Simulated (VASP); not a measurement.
# SrCd in VASP: further runs

Runs on SrCd. Level: PBE. Tasks: single point.

Program: VASP 6.6.1. These are calculated values, not measurements. Logs are shortened: lines on timing, memory, paths and dates and some standing lists are left out, and cuts for length are marked.

## 1. The cell of the first run

The cell holds a sheet with vacuum, 2 atoms: a = 4.036 Å, b = 4.036 Å, c = 17.000 Å, α = 90.00°, β = 90.00°, γ = 90.00°.

## 2. Single point, PBE

Contents of INCAR:

```
SYSTEM = SrCd
  ALGO = Normal
  DIPOL = 0.5 0.5 0.500
  EDIFF = 1E-7
  ENCUT = 520
  GGA = PE
  IDIPOL = 3
  ISIF = 2
  ISMEAR = 0
  LASPH = .TRUE.
  LCHARG = .FALSE.
  LDIPOL = .TRUE.
  LREAL = .FALSE.
  LWAVE = .FALSE.
  NBANDS = 18
  NELM = 60
  PREC = Accurate
  SIGMA = 0.1
```

Contents of KPOINTS:

```
k-points
0
G
  4 4 1
  0 0 0
```

Contents of POSCAR:

```
SrCd
1.0
    4.0356300000      0.0000000000      0.0000000000
    0.0000000000      4.0356300000      0.0000000000
    0.0000000000      0.0000000000     17.0000000000
Sr Cd
1 1
Direct
    0.5000000000      0.5000000000      0.5593475000
    0.0000000000      0.0000000000      0.4406525000
```

Potentials or basis: VASP PAW PBE potentials, release 64 (Sr_sv, Cd).

Command:

```sh
cat potpaw_PBE.64/Sr_sv/POTCAR potpaw_PBE.64/Cd/POTCAR > POTCAR
mpirun -np 1 vasp_std > vasp.out
```

OUTCAR:

```text
SYSTEM = SrCd
   EDIFF = 1E-7
   ENCUT = 520
   GGA = PE
   ISIF = 2
   ISMEAR = 0
   LASPH = .TRUE.
   LREAL = .FALSE.
   NELM = 60
   PREC = Accurate

 ion  position               nearest neighbor table
   1  0.500  0.500  0.559-   2 3.49   2 3.49   2 3.49   2 3.49
   2  0.000  0.000  0.441-   1 3.49   1 3.49   1 3.49   1 3.49

  LATTYP: Found a simple tetragonal cell.
 ALAT       =     4.0356300000
 C/A-ratio  =     4.2124773579

  Lattice vectors:

 A1 = (   4.0356300000,   0.0000000000,   0.0000000000)
 A2 = (   0.0000000000,   4.0356300000,   0.0000000000)
 A3 = (   0.0000000000,   0.0000000000,  17.0000000000)

Analysis of symmetry for initial positions (statically):
=====================================================================
 Subroutine PRICEL returns:
 Original cell was already a primitive cell.

 Routine SETGRP: Setting up the symmetry group for a
 simple tetragonal supercell.

 Subroutine GETGRP returns: Found  8 space group operations
 (whereof  8 operations were pure point group operations)
 out of a pool of 16 trial point group operations.

The static configuration has the point symmetry C_4v.

Analysis of symmetry for dynamics (positions and initial velocities):
=====================================================================
 Subroutine PRICEL returns:
 Original cell was already a primitive cell.

 Routine SETGRP: Setting up the symmetry group for a
 simple tetragonal supercell.

 Subroutine GETGRP returns: Found  8 space group operations
 (whereof  8 operations were pure point group operations)
 out of a pool of 16 trial point group operations.

The dynamic configuration has the point symmetry C_4v.

 Subroutine INISYM returns: Found  8 space group operations
 (whereof  8 operations are pure point group operations),
 and found     1 'primitive' translations

----------------------------------------------------------------------------------------

                                     Primitive cell

  volume of cell :     276.8673

  direct lattice vectors                    reciprocal lattice vectors
     4.035630000  0.000000000  0.000000000     0.247792786  0.000000000  0.000000000
     0.000000000  4.035630000  0.000000000     0.000000000  0.247792786  0.000000000
     0.000000000  0.000000000 17.000000000     0.000000000  0.000000000  0.058823529

  length of vectors
     4.035630000  4.035630000 17.000000000     0.247792786  0.247792786  0.058823529

  position of ions in fractional coordinates (direct lattice)
     0.500000000  0.500000000  0.559347500
     0.000000000  0.000000000  0.440652500

  ion indices of the primitive-cell ions
   primitive index   ion index
                 1           1
                 2           2

----------------------------------------------------------------------------------------

 KPOINTS: k-points

Automatic generation of k-mesh.
 Grid dimensions read from file:
 generate k-points for:    4    4    1

 Generating k-lattice:

  Cartesian coordinates                     Fractional coordinates (reciprocal lattice)
     0.061948196  0.000000000  0.000000000     0.250000000  0.000000000  0.000000000
     0.000000000  0.061948196  0.000000000     0.000000000  0.250000000  0.000000000
     0.000000000  0.000000000  0.058823529     0.000000000  0.000000000  1.000000000

  Length of vectors
     0.061948196  0.061948196  0.058823529

  Shift w.r.t. Gamma in fractional coordinates (k-lattice)
     0.000000000  0.000000000  0.000000000

 Subroutine IBZKPT returns following result:
 ===========================================

 Found      6 irreducible k-points:

 Following reciprocal coordinates:
            Coordinates               Weight
  0.000000  0.000000  0.000000      1.000000
  0.250000  0.000000  0.000000      4.000000
  0.500000  0.000000  0.000000      2.000000
  0.250000  0.250000  0.000000      4.000000
  0.500000  0.250000  0.000000      4.000000
  0.500000  0.500000  0.000000      1.000000
   k-points           NKPTS =      6   k-points in BZ     NKDIM =      6   number of bands    NBANDS=     18
   number of dos      NEDOS =    301   number of ions     NIONS =      2
   total plane-waves  NPLWV = 113400
   dimension x,y,z NGX =    30 NGY =   30 NGZ =  126
   dimension x,y,z NGXF=    60 NGYF=   60 NGZF=  252
   ions per type =               1   1
   NGX,Y,Z   is equivalent  to a cutoff of  12.36, 12.36, 12.32 a.u.
   NGXF,Y,Z  is equivalent  to a cutoff of  24.72, 24.72, 24.64 a.u.
 SYSTEM =  SrCd
   PREC   = accura    normal or accurate (medium, high low for compatibility)
   ISTART =      0    job   : 0-new  1-cont  2-samecut
   ICHARG =      2    charge: 1-file 2-atom 10-const
   ISPIN  =      1    spin polarized calculation?
   LNONCOLLINEAR =      F non collinear calculations
   LSORBIT =      F    spin-orbit coupling
   LASPH  =      T    aspherical Exc in radial PAW
   ENCUT  =  520.0 eV  38.22 Ry    6.18 a.u.   7.50  7.50 31.61*2*pi/ulx,y,z
   NELM   =     60;   NELMIN=  2; NELMDL= -5     # of ELM steps
   EDIFF  = 0.1E-06   stopping-criterion for ELM
   LREAL  =      F    real-space projection
   EDIFFG = 0.1E-05   stopping-criterion for IOM
   NSW    =      0    number of steps for IOM
   IBRION =     -1    ionic relax: 0-MD 1-quasi-New 2-CG
   NFREE  =      0    steps in history (QN), initial steepest desc. (CG)
   ISIF   =      2    stress and relaxation
   ISYM   =      2    0-nonsym 1-usesym 2-fastsym
   POTIM  = 0.5000    time-step for ionic-motion
   TEBEG  =    0.0;   TEEND  =   0.0 temperature during run
   PSTRESS=    0.0 pullay stress
   NELECT =      22.0000    total number of electrons
   NUPDOWN=      -1.0000    fix difference up-down
   EMIN   =  10.00;   EMAX   =-10.00  energy-range for DOS
   EFERMI =   0.00;   METHOD = LEGACY
   ISMEAR =     0;   SIGMA  =   0.10  broadening in eV -4-tet -1-fermi 0-gaus
   EFERMI_NEDOS =   21; number of points for ismear=-14 and -15
   IALGO  =     38    algorithm
   IMIX   =      4    mixing-type and parameters
     AMIX     =   0.40;   BMIX     =  1.00
     AMIX_MAG =   1.60;   BMIX_MAG =  1.00
  volume/ion in A,a.u.               =     138.43       934.20
  Fermi-wavevector in a.u.,A,eV,Ry     =   0.703815  1.330018  6.739722  0.495356
  Thomas-Fermi vector in A             =   1.788888
   LORBIT       =      0    0 simple, 1 ext, 2 COOP (PROOUT), +10 PAW based schemes
   GGA     = PE    functional components
   LHFCALC =     F    Hartree Fock is set to
   AEXX    =    0.0000 exact exchange contribution
   IVDW    =     0    specifies the selected vdW correction
   LEPSILON=     F    determine dielectric tensor
   LRPA    =     F    only Hartree local field effects (RPA)
 non-spin polarized calculation
 Gauss-broadening in eV      SIGMA  =   0.10
  energy-cutoff  :      520.00
  volume of cell :      276.87
 maximum number of plane-waves:      7511
   NGX = 15   NGY = 15   NGZ = 63

 number of electron      21.9999991 magnetization

 dipolmoment           0.000000      0.000000     -0.067637 electrons x Angstroem

 Free energy of the ion-electron system (eV)
  ---------------------------------------------------
  ext. energy  EPLUGINS =         0.00000000
  ---------------------------------------------------
  free energy    TOTEN  =        -1.90703585 eV

  energy without entropy =       -1.89996204  energy(sigma->0) =       -1.90349894

 E-fermi :  -1.7488     XC(G=0):  -3.2596

 val. band max:       -2.1689892099   @ k =   0.2500   0.2500   0.0000
 cond. band min:      -1.7487138424   @ k =   0.5000   0.5000   0.0000
 fundamental gap:      0.4202753675
 Fermi energy:        -1.7487696938

 k-point     1 :       0.0000    0.0000    0.0000
  band No.  band energies     occupation
      1     -38.6645      2.00000
      2     -20.6838      2.00000
      3     -20.5545      2.00000
      4     -20.5545      2.00000
      5     -10.5824      2.00000
      6     -10.5586      2.00000
      7     -10.4962      2.00000
      8     -10.4962      2.00000
      9     -10.4444      2.00000
     10      -6.5577      2.00000
     11      -3.2876      2.00000
     12      -1.2340      0.00000
     13      -0.9194      0.00000
     14       0.6863      0.00000
     15       1.1674      0.00000
     16       1.1707      0.00000
     17       1.1707      0.00000
     18       2.1793      0.00000

 k-point     2 :       0.2500    0.0000    0.0000
  band No.  band energies     occupation
      1     -38.6595      2.00000
      2     -20.6735      2.00000
      3     -20.6479      2.00000
      4     -20.5464      2.00000
      5     -10.5634      2.00000
      6     -10.5286      2.00000
      7     -10.5010      2.00000
      8     -10.4975      2.00000
      9     -10.4676      2.00000
     10      -5.9726      2.00000
     11      -2.7477      2.00000
     12      -1.3347      0.00000
     13      -0.8469      0.00000
     14       0.3074      0.00000
     15       0.7024      0.00000
     16       1.2224      0.00000
     17       1.7524      0.00000
     18       1.8074      0.00000

 k-point     3 :       0.5000    0.0000    0.0000
  band No.  band energies     occupation
      1     -38.6545      2.00000
      2     -20.7391      2.00000
      3     -20.6628      2.00000
      4     -20.5383      2.00000
      5     -10.5600      2.00000
      6     -10.5563      2.00000
      7     -10.4988      2.00000
      8     -10.4905      2.00000
      9     -10.4323      2.00000
     10      -4.9291      2.00000
     11      -3.1314      2.00000
     12      -1.3723      0.00000
     13      -0.6838      0.00000
     14      -0.0537      0.00000
     15       0.3639      0.00000
     16       0.7903      0.00000
     17       2.0206      0.00000
     18       2.7710      0.00000

 k-point     4 :       0.2500    0.2500    0.0000
  band No.  band energies     occupation
      1     -38.6545      2.00000
      2     -20.6637      2.00000
      3     -20.6400      2.00000
      4     -20.6356      2.00000
      5     -10.5294      2.00000
      6     -10.5240      2.00000
      7     -10.5125      2.00000
      8     -10.4952      2.00000
      9     -10.4719      2.00000
     10      -5.4530      2.00000
     11      -2.1690      2.00000
     12      -0.9658      0.00000
     13      -0.9322      0.00000
     14      -0.0528      0.00000
     15       0.1747      0.00000
     16       0.9738      0.00000
     17       1.5163      0.00000
     18       2.3119      0.00000

 k-point     5 :       0.5000    0.2500    0.0000
  band No.  band energies     occupation
      1     -38.6496      2.00000
      2     -20.7272      2.00000
      3     -20.6537      2.00000
      4     -20.6277      2.00000
      5     -10.5527      2.00000
      6     -10.5253      2.00000
      7     -10.5223      2.00000
      8     -10.5007      2.00000
      9     -10.4070      2.00000
     10      -4.5662      2.00000
     11      -2.4427      2.00000
     12      -1.4940      0.00032
     13      -0.3698      0.00000
     14       0.0782      0.00000
     15       0.2991      0.00000
     16       0.5719      0.00000
     17       2.0467      0.00000
     18       2.7764      0.00000

 k-point     6 :       0.5000    0.5000    0.0000
  band No.  band energies     occupation
      1     -38.6447      2.00000
      2     -20.7152      2.00000
      3     -20.7152      2.00000
      4     -20.6443      2.00000
      5     -10.5530      2.00000
      6     -10.5464      2.00000
      7     -10.5464      2.00000
      8     -10.4763      2.00000
      9     -10.3560      2.00000
     10      -4.0001      2.00000
     11      -1.7487      0.99937
     12      -1.7487      0.99937
     13      -0.6947      0.00000
     14       0.3745      0.00000
     15       0.3745      0.00000
     16       0.4941      0.00000
     17       2.8980      0.00000
     18       2.9584      0.00000

------------------------ aborting loop because EDIFF is reached ----------------------------------------

 vacuum level on the upper side and lower side of the slab       (xc-potential included)        -0.547         0.255

  FORCE on cell =-STRESS in cart. coord.  units (eV):
  Direction    XX          YY          ZZ          XY          YZ          ZX
  --------------------------------------------------------------------------------------
  -------------------------------------------------------------------------------------
  Total       -0.5131035     -0.5131035      0.0419592      0.0000000      0.0000000     -0.0000000
  in kB       -2.9692307     -2.9692307      0.2428095      0.0000000      0.0000000     -0.0000000
  external PRESSURE =      -1.8985506 kB  Pullay stress =       0.0000000 kB

 VOLUME and BASIS-vectors are now :
 -----------------------------------------------------------------------------
  energy-cutoff  :      520.00
  volume of cell :      276.87
      direct lattice vectors                 reciprocal lattice vectors
     4.035630000  0.000000000  0.000000000     0.247792786  0.000000000  0.000000000
     0.000000000  4.035630000  0.000000000     0.000000000  0.247792786  0.000000000
     0.000000000  0.000000000 17.000000000     0.000000000  0.000000000  0.058823529

 POSITION                                       TOTAL-FORCE (eV/Angst)
 -----------------------------------------------------------------------------------
      2.01782      2.01782      9.50891         0.000000     -0.000000      0.021443
      0.00000      0.00000      7.49109         0.000000      0.000000     -0.021443
 -----------------------------------------------------------------------------------
    total drift:                                0.000000      0.000000      0.000213

  FREE ENERGIE OF THE ION-ELECTRON SYSTEM (eV)
  ---------------------------------------------------
  free  energy   TOTEN  =        -1.9070358467 eV

  energy  without entropy=       -1.8999620406  energy(sigma->0) =       -1.90349894

 vacuum level on the upper side and lower side of the slab         0.945         1.767
```

Wall time 26 s (1 thread of Intel Xeon 6975P-C (Granite Rapids), shared host); peak memory 0.34 GiB.

What came out:

```
Free energy            : -1.9070 eV
Largest force          : 0.021 eV/Å
Band gap on the k mesh : zero (filled and empty bands touch)
```

Forces on the atoms (eV/Å):
```
Sr   0.000  0.000  0.021
Cd   0.000  0.000 -0.021
```

Levels at points of the mesh, in eV from the Fermi level:
| k point | band 9 | band 10 | band 11 | band 12 | band 13 | band 14 |
| --- | --- | --- | --- | --- | --- | --- |
| (0.00, 0.00, 0.00) | -8.70 | -4.81 | -1.54 | 0.51 | 0.83 | 2.44 |
| (0.50, 0.00, 0.00) | -8.68 | -3.18 | -1.38 | 0.38 | 1.06 | 1.70 |
| (0.50, 0.50, 0.00) | -8.61 | -2.25 | 0.00 | 0.00 | 1.05 | 2.12 |

Caveat: the k points lie up to 0.39 Å⁻¹ apart.

## 3. Single point, PBE

Contents of INCAR:

```
ALGO     = Normal         # electronic algorithm
DIPOL    = 0.5 0.5 0.500
EDIFF    = 1E-6           # SCF threshold, eV
ENCUT    = 520            # plane-wave cutoff, eV
GGA      = PE             # functional
IDIPOL   = 3            
ISIF     = 2              # what is computed and relaxed
ISMEAR   = 0              # smearing method
LASPH    = T              # aspherical terms in the spheres
LCHARG   = T              # write CHGCAR
LDIPOL   = T            
LELF     = T              # ELF
LREAL    = F              # projectors in reciprocal space
LVACPOTAV= T            
LVHAR    = T            
LWAVE    = F              # write WAVECAR
NBANDS   = 18             # bands
NELM     = 80             # most SCF steps
PREC     = Accurate       # precision mode
SIGMA    = 0.1            # smearing width, eV
```

Contents of KPOINTS:

```
k-points
0
Gamma
  4 4 1
```

POSCAR is that of step 2.

Potentials or basis: VASP PAW PBE potentials, release 64 (Sr_sv, Cd).

Command:

```sh
cat potpaw_PBE.64/Sr_sv/POTCAR potpaw_PBE.64/Cd/POTCAR > POTCAR
mpirun -np 1 vasp_std > vasp.out
```

It took 28 s on 1 thread of Intel Xeon 6975P-C (Granite Rapids), shared host; peak memory 0.33 GiB.

The run converged. Its results:

```
Free energy            : -1.9070 eV
Largest force          : 0.021 eV/Å
Band gap on the k mesh : zero (filled and empty bands touch)
```

Forces in eV/Å, atoms in the order of the input:
```
Sr   0.000  0.000  0.021
Cd   0.000  0.000 -0.021
```

Levels at points of the mesh, in eV from the Fermi level:
| k point | band 9 | band 10 | band 11 | band 12 | band 13 | band 14 |
| --- | --- | --- | --- | --- | --- | --- |
| (0.00, 0.00, 0.00) | -8.70 | -4.81 | -1.54 | 0.51 | 0.83 | 2.43 |
| (0.50, 0.00, 0.00) | -8.68 | -3.18 | -1.38 | 0.38 | 1.06 | 1.70 |
| (0.50, 0.50, 0.00) | -8.61 | -2.25 | 0.00 | 0.00 | 1.05 | 2.12 |

Caveat: the k points lie up to 0.39 Å⁻¹ apart.

## 4. Single point, PBE

This run uses another cell than the first one.

Contents of INCAR:

```
SYSTEM = SrCd
  PREC = Accurate
  ENCUT = 520
  EDIFF = 1E-7
  ISMEAR = 0
  SIGMA = 0.1
  LREAL = .FALSE.
  LASPH = .TRUE.
  NELM = 100
  ALGO = Normal
  ISIF = 2
  LWAVE = .FALSE.
  LCHARG = .TRUE.
  LDIPOL = .TRUE.
  IDIPOL = 3
  DIPOL = 0.5 0.5 0.305
  GGA = PE
  LELF = .TRUE.
  LVHAR = .TRUE.
  LVACPOTAV = .TRUE.
  NBANDS = 18
```

Contents of KPOINTS:

```
Automatic mesh
0
G
  4 4 1
  0 0 0
```

Contents of POSCAR:

```
SrCd
1.0
    3.8687648670      0.0000000000      0.0000000000
    0.0000000000      3.8687648670      0.0000000000
    0.0000000000      0.0000000000     27.8356300000
Sr Cd
1 1
Direct
    0.5000000000      0.5000000000      0.3439132527
    0.0000000000      0.0000000000      0.2668147962
```

Command:

```sh
cat potpaw_PBE.64/Sr_sv/POTCAR potpaw_PBE.64/Cd/POTCAR > POTCAR
mpirun -np 1 vasp_std > vasp.out
```

Wall time 52 s (1 thread of Intel Xeon 6975P-C (Granite Rapids), shared host); peak memory 0.46 GiB.

Results (log left out):

```
Free energy            : -1.9284 eV
Largest force          : 0.032 eV/Å
Band gap on the k mesh : zero (filled and empty bands touch)
```

Forces in eV/Å, atoms in the order of the input:
```
Sr   0.000  0.000 -0.032
Cd   0.000  0.000  0.032
```

Levels at points of the mesh, in eV from the Fermi level:
| k point | band 9 | band 10 | band 11 | band 12 | band 13 | band 14 |
| --- | --- | --- | --- | --- | --- | --- |
| (0.00, 0.00, 0.00) | -8.68 | -5.01 | -1.85 | 0.31 | 0.70 | 2.05 |
| (0.50, 0.00, 0.00) | -8.69 | -3.17 | -1.42 | 0.31 | 0.86 | 1.46 |
| (0.50, 0.50, 0.00) | -8.58 | -2.10 | 0.02 | 0.02 | 0.96 | 2.26 |

Caveat: the k points lie up to 0.41 Å⁻¹ apart.

[end of part 1 of 2]

The gap in the log of VASP goes by the Fermi energy; the results here count the filled bands.